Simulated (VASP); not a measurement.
# KF (Carobbiite) (Fm-3m) in VASP: notebook

KF (Carobbiite) is run at these levels: r2SCAN; tasks: single point.

Everything below comes from runs of VASP 6.6.1. Logs are shortened: lines on timing, memory, paths and dates and some standing lists are left out, and cuts for length are marked.

### Step 1. The cell of the first run

It takes space group Fm-3m (No. 225, cubic). The conventional cell has a = 5.344 Å, b = 5.344 Å, c = 5.344 Å, α = 90.00°, β = 90.00°, γ = 90.00°. Within 3.5 Å of K (site symmetry m-3m) lie 6 F at 2.67 Å. Within 3.5 Å of F (site symmetry m-3m) lie 6 K at 2.67 Å.

### Step 2. Single point, r2SCAN

POSCAR

```
KF
1.0
    0.0000000000      2.6718500000      2.6718500000
    2.6718500000      0.0000000000      2.6718500000
    2.6718500000      2.6718500000      0.0000000000
K F
1 1
Direct
    0.0000000000      0.0000000000      0.0000000000
    0.5000000000      0.5000000000      0.5000000000
```

INCAR.step1

```
PREC = Accurate
ENCUT = 520
ISMEAR = 0
SIGMA = 0.1
LREAL = False
LASPH = True
NELM = 100
NBANDS = 15
GGA = PE
ALGO = Normal
EDIFF = 1E-4
LWAVE = True
LCHARG = False
```

INCAR.step2

```
PREC = Accurate
ENCUT = 520
EDIFF = 1E-6
ISMEAR = 0
SIGMA = 0.1
LREAL = False
LASPH = True
NELM = 100
ALGO = Normal
ISIF = 2
LWAVE = False
LCHARG = False
METAGGA = R2SCAN
LMIXTAU = True
NBANDS = 15
ISTART = 1
```

KPOINTS

```
Automatic mesh
0
Gamma
  6 6 6
```

Potentials or basis: VASP PAW PBE potentials, release 64 (K_sv, F).

On the command line:

```
$ cat potpaw_PBE.64/K_sv/POTCAR potpaw_PBE.64/F/POTCAR > POTCAR
$ cp INCAR.step1 INCAR
$ mpirun -np 1 vasp_std > vasp.out
$ cp INCAR.step2 INCAR
$ mpirun -np 1 vasp_std > vasp.out
```

OUTCAR:

```text
PREC = Accurate
   ENCUT = 520
   EDIFF = 1E-6
   ISMEAR = 0
   LREAL = False
   LASPH = True
   NELM = 100
   ISIF = 2
   METAGGA = R2SCAN
   ISTART = 1

 ion  position               nearest neighbor table
   1  0.000  0.000  0.000-   2 2.67   2 2.67   2 2.67   2 2.67   2 2.67   2 2.67
   2  0.500  0.500  0.500-   1 2.67   1 2.67   1 2.67   1 2.67   1 2.67   1 2.67

  LATTYP: Found a face centered cubic cell.
 ALAT       =     5.3437000000

  Lattice vectors:

 A1 = (   0.0000000000,   2.6718500000,   2.6718500000)
 A2 = (   2.6718500000,   0.0000000000,   2.6718500000)
 A3 = (   2.6718500000,   2.6718500000,   0.0000000000)

Analysis of symmetry for initial positions (statically):
=====================================================================
 Subroutine PRICEL returns:
 Original cell was already a primitive cell.

 Routine SETGRP: Setting up the symmetry group for a
 face centered cubic supercell.

 Subroutine GETGRP returns: Found 48 space group operations
 (whereof 48 operations were pure point group operations)
 out of a pool of 48 trial point group operations.

The static configuration has the point symmetry O_h .

Analysis of symmetry for dynamics (positions and initial velocities):
=====================================================================
 Subroutine PRICEL returns:
 Original cell was already a primitive cell.

 Routine SETGRP: Setting up the symmetry group for a
 face centered cubic supercell.

 Subroutine GETGRP returns: Found 48 space group operations
 (whereof 48 operations were pure point group operations)
 out of a pool of 48 trial point group operations.

The dynamic configuration has the point symmetry O_h .

 Subroutine INISYM returns: Found 48 space group operations
 (whereof 48 operations are pure point group operations),
 and found     1 'primitive' translations

----------------------------------------------------------------------------------------

                                     Primitive cell

  volume of cell :      38.1475

  direct lattice vectors                    reciprocal lattice vectors
     0.000000000  2.671850000  2.671850000    -0.187136254  0.187136254  0.187136254
     2.671850000  0.000000000  2.671850000     0.187136254 -0.187136254  0.187136254
     2.671850000  2.671850000  0.000000000     0.187136254  0.187136254 -0.187136254

  length of vectors
     3.778566507  3.778566507  3.778566507     0.324129500  0.324129500  0.324129500

  position of ions in fractional coordinates (direct lattice)
     0.000000000  0.000000000  0.000000000
     0.500000000  0.500000000  0.500000000
[... 79 lines left out ...]
   NELECT =      16.0000    total number of electrons
   NUPDOWN=      -1.0000    fix difference up-down
   EMIN   =  10.00;   EMAX   =-10.00  energy-range for DOS
   EFERMI =   0.00;   METHOD = LEGACY
   ISMEAR =     0;   SIGMA  =   0.10  broadening in eV -4-tet -1-fermi 0-gaus
   EFERMI_NEDOS =   21; number of points for ismear=-14 and -15
   IALGO  =     38    algorithm
   IMIX   =      4    mixing-type and parameters
     AMIX     =   0.40;   BMIX     =  1.00
     AMIX_MAG =   1.60;   BMIX_MAG =  1.00
  volume/ion in A,a.u.               =      19.07       128.72
  Fermi-wavevector in a.u.,A,eV,Ry     =   1.225442  2.315750 20.431978  1.501708
  Thomas-Fermi vector in A             =   2.360480
   LORBIT       =      0    0 simple, 1 ext, 2 COOP (PROOUT), +10 PAW based schemes
   METAGGA = R2SCAN    functional components
   LHFCALC =     F    Hartree Fock is set to
   AEXX    =    0.0000 exact exchange contribution
   IVDW    =     0    specifies the selected vdW correction
   LEPSILON=     F    determine dielectric tensor
   LRPA    =     F    only Hartree local field effects (RPA)
 non-spin polarized calculation
 Gauss-broadening in eV      SIGMA  =   0.10
  energy-cutoff  :      520.00
  volume of cell :       38.15
 maximum number of plane-waves:      1034
   NGX = 13   NGY = 13   NGZ = 13

 number of electron      16.0000002 magnetization

 Free energy of the ion-electron system (eV)
  ---------------------------------------------------
  ext. energy  EPLUGINS =         0.00000000
  ---------------------------------------------------
  free energy    TOTEN  =       -14.97266290 eV

  energy without entropy =      -14.97266290  energy(sigma->0) =      -14.97266290

 E-fermi :  -2.9099     XC(G=0):  -8.8986

 val. band max:       -3.3495999797   @ k =   0.0000   0.0000   0.0000
 cond. band min:       3.4799971122   @ k =   0.0000   0.0000   0.0000
 fundamental gap:      6.8295970919
 Fermi energy:        -2.9099157501

 k-point     1 :       0.0000    0.0000    0.0000
  band No.  band energies     occupation
      1     -30.4733      2.00000
      2     -23.1384      2.00000
      3     -12.9589      2.00000
      4     -12.9588      2.00000
      5     -12.9588      2.00000
      6      -3.3496      2.00000
      7      -3.3496      2.00000
      8      -3.3496      2.00000
      9       3.4800      0.00000
     10       8.1034      0.00000
     11       8.1034      0.00000
     12       8.1034      0.00000
     13       9.9643      0.00000
     14       9.9643      0.00000
[... 257 lines left out ...]
      2     -23.1781      2.00000
      3     -13.4239      2.00000
      4     -13.2532      2.00000
      5     -13.0761      2.00000
      6      -3.6565      2.00000
      7      -3.5365      2.00000
      8      -3.4633      2.00000
      9       6.1714      0.00000
     10       7.8849      0.00000
     11       8.5214      0.00000
     12      11.1746      0.00000
     13      11.7850      0.00000
     14      12.8783      0.00000
     15      12.8793      0.00000

------------------------ aborting loop because EDIFF is reached ----------------------------------------

  FORCE on cell =-STRESS in cart. coord.  units (eV):
  Direction    XX          YY          ZZ          XY          YZ          ZX
  --------------------------------------------------------------------------------------
  -------------------------------------------------------------------------------------
  Total       -0.1277218     -0.1277218     -0.1277218      0.0000000      0.0000000      0.0000000
  in kB       -5.3642547     -5.3642547     -5.3642547      0.0000000      0.0000000      0.0000000
  external PRESSURE =      -5.3642547 kB  Pullay stress =       0.0000000 kB

 VOLUME and BASIS-vectors are now :
 -----------------------------------------------------------------------------
  energy-cutoff  :      520.00
  volume of cell :       38.15
      direct lattice vectors                 reciprocal lattice vectors
     0.000000000  2.671850000  2.671850000    -0.187136254  0.187136254  0.187136254
     2.671850000  0.000000000  2.671850000     0.187136254 -0.187136254  0.187136254
     2.671850000  2.671850000  0.000000000     0.187136254  0.187136254 -0.187136254

 POSITION                                       TOTAL-FORCE (eV/Angst)
 -----------------------------------------------------------------------------------
      0.00000      0.00000      0.00000        -0.000000     -0.000000     -0.000000
      2.67185      2.67185      2.67185         0.000000      0.000000      0.000000
 -----------------------------------------------------------------------------------
    total drift:                                0.000000      0.000000      0.000000

  FREE ENERGIE OF THE ION-ELECTRON SYSTEM (eV)
  ---------------------------------------------------
  free  energy   TOTEN  =       -14.9726629004 eV

  energy  without entropy=      -14.9726629004  energy(sigma->0) =      -14.97266290
```

OUTCAR.step1:

```text
PREC = Accurate
   ENCUT = 520
   ISMEAR = 0
   LREAL = False
   LASPH = True
[... 498 lines left out ...]
      0.00000      0.00000      0.00000        -0.000000     -0.000000      0.000000
      2.67185      2.67185      2.67185         0.000000      0.000000     -0.000000
 -----------------------------------------------------------------------------------
    total drift:                                0.000000      0.000000      0.000000

  FREE ENERGIE OF THE ION-ELECTRON SYSTEM (eV)
  ---------------------------------------------------
  free  energy   TOTEN  =        -8.2900165531 eV

  energy  without entropy=       -8.2900165531  energy(sigma->0) =       -8.29001655
```

OSZICAR.step1:

```text
N       E                     dE             d eps       ncg     rms          rms(c)
DAV:   1     0.110729233468E+03    0.11073E+03   -0.83025E+03   480   0.103E+03
DAV:   2    -0.485170335525E+01   -0.11558E+03   -0.10668E+03   629   0.282E+02
DAV:   3    -0.943922618068E+01   -0.45875E+01   -0.45715E+01   649   0.499E+01
DAV:   4    -0.955202410681E+01   -0.11280E+00   -0.11279E+00   633   0.744E+00
DAV:   5    -0.955349784597E+01   -0.14737E-02   -0.14737E-02   657   0.734E-01    0.633E+00
DAV:   6    -0.832100053979E+01    0.12325E+01   -0.35214E+00   494   0.148E+01    0.402E+00
DAV:   7    -0.829168596870E+01    0.29315E-01   -0.66431E-02   599   0.222E+00    0.226E+00
DAV:   8    -0.828773971183E+01    0.39463E-02   -0.51294E-02   515   0.224E+00    0.193E-01
DAV:   9    -0.828931689893E+01   -0.15772E-02   -0.37773E-03   606   0.511E-01    0.124E-01
DAV:  10    -0.828988745677E+01   -0.57056E-03   -0.46700E-04   515   0.186E-01    0.619E-02
DAV:  11    -0.829001740354E+01   -0.12995E-03   -0.12904E-04   493   0.948E-02    0.196E-02
DAV:  12    -0.829001655315E+01    0.85039E-06   -0.10944E-05   380   0.349E-02
   1 F= -.82900166E+01 E0= -.82900166E+01  d E =-.332690E-13
```

It took 23 s on 1 thread of Intel Xeon Platinum 8559C (Emerald Rapids), shared host; peak memory 0.16 GiB.

What came out:

```yaml
Free_energy: -14.9727 eV
Pressure: -0.5 GPa
Band_gap_on_the_k_mesh: 6.83 eV, direct
```

Caveat: the PAW data sets were made with another functional, which shifts forces and pressure a little. r2SCAN opens gaps a little over a GGA but as a rule still falls short of measured ones.

(Part 1 of 2 ends here.)
